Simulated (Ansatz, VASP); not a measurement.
# TiSi2 in VASP and in Ansatz

POSCAR

```
TiSi2
1.0
    3.5284141145      0.0000000000      0.0000000000
    0.0000000000      3.5645615985      0.0000000000
    0.0000000000      0.0000000000     26.5296596241
Si Ti
8 4
Direct
    0.0000000000      0.2500000000      0.2827024585
    0.5000000000      0.7500000000      0.2828944714
    0.0000000000      0.7500000000      0.3804239231
    0.0000000000      0.2500000000      0.4398102978
    0.5000000000      0.2500000000      0.5373397496
    0.0000000000      0.7500000000      0.5375317624
    0.5000000000      0.7500000000      0.6350612141
    0.5000000000      0.2500000000      0.6944475888
    0.5000000000      0.2500000000      0.3575739705
    0.5000000000      0.7500000000      0.4626602504
    0.0000000000      0.2500000000      0.6122112615
    0.0000000000      0.7500000000      0.7172975415
```

Contents of INCAR.step1:

```
SYSTEM = TiSi2
ALGO = Normal
DIPOL = 0.5 0.5 0.495
EDIFF = 1E-4
ENCUT = 520
GGA = PE
IDIPOL = 3
ISMEAR = 0
LASPH = .True.
LCHARG = .False.
LDIPOL = .True.
LREAL = .False.
LWAVE = .True.
NBANDS = 52
NELM = 100
PREC = Accurate
SIGMA = 0.1
```

The input INCAR.step2:

```
SYSTEM = TiSi2
ALGO = Normal
DIPOL = 0.5 0.5 0.495
EDIFF = 1E-6
ENCUT = 520
IDIPOL = 3
ISIF = 2
ISMEAR = 0
ISTART = 1
LASPH = .True.
LCHARG = .False.
LDIPOL = .True.
LMIXTAU = .True.
LREAL = .False.
LWAVE = .False.
METAGGA = R2SCAN
NBANDS = 52
NELM = 100
PREC = Accurate
SIGMA = 0.1
```

Contents of KPOINTS:

```
k-points
0
Gamma
  10 10 1
  0 0 0
```

Input for Ansatz:

```yaml
crystal:
  lattice:
    - [3.5284141145, 0.0, 0.0]
    - [0.0, 3.5645615985, 0.0]
    - [0.0, 0.0, 26.5296596241]
  atoms:
    - { symbol: Si, position: [0.0, 0.25, 0.2827024585] }
    - { symbol: Si, position: [0.5, 0.75, 0.2828944714] }
    - { symbol: Ti, position: [0.5, 0.25, 0.3575739705] }
    - { symbol: Si, position: [0.0, 0.75, 0.3804239231] }
    - { symbol: Si, position: [0.0, 0.25, 0.4398102978] }
    - { symbol: Ti, position: [0.5, 0.75, 0.4626602504] }
    - { symbol: Si, position: [0.5, 0.25, 0.5373397496] }
    - { symbol: Si, position: [0.0, 0.75, 0.5375317624] }
    - { symbol: Ti, position: [0.0, 0.25, 0.6122112615] }
    - { symbol: Si, position: [0.5, 0.75, 0.6350612141] }
    - { symbol: Si, position: [0.5, 0.25, 0.6944475888] }
    - { symbol: Ti, position: [0.0, 0.75, 0.7172975415] }
basis:
  ecutwfc: 500
kpoints:
  mp_grid: { grid: [10, 10, 1] }
hamiltonian:
  xc: r2scan
scf:
  occupations: { method: gaussian, width: 0.1 }
output:
  forces: true
  stress: true
  eigenvalues: true
  write_density: true
  write_potential: true
  elf: true
  volumetric_format: npy
efield:
  axis: 3
  dipole_correction: true
  ramp_width: 0.04
```

Alike in both runs: task single point; functional r2SCAN; k mesh 10 × 10 × 1; occupations gaussian, width 0.1 eV; no spin polarisation.

|  | VASP | Ansatz |
| --- | --- | --- |
| version | VASP 6.6.1 | Ansatz 0.2.0 |
| potentials or method | VASP PAW PBE potentials, release 64 (Si, Ti_sv), cutoff 520 eV | scalar-relativistic, plane waves, PAW |
| valence electrons in the cell | 80 | 80 |

```tsv
	VASP	Ansatz	Ansatz less VASP
gap on the k mesh at the Fermi level (eV)	none	none	-
rms of the force components (eV/Å)	0.362	0.365	+0.0028
```

VASP's potentials were made for PBE, not for r2SCAN. A gap of «none» marks a metal or a gap that the smearing closes. Ansatz's warnings: xc potential rough in thin density.
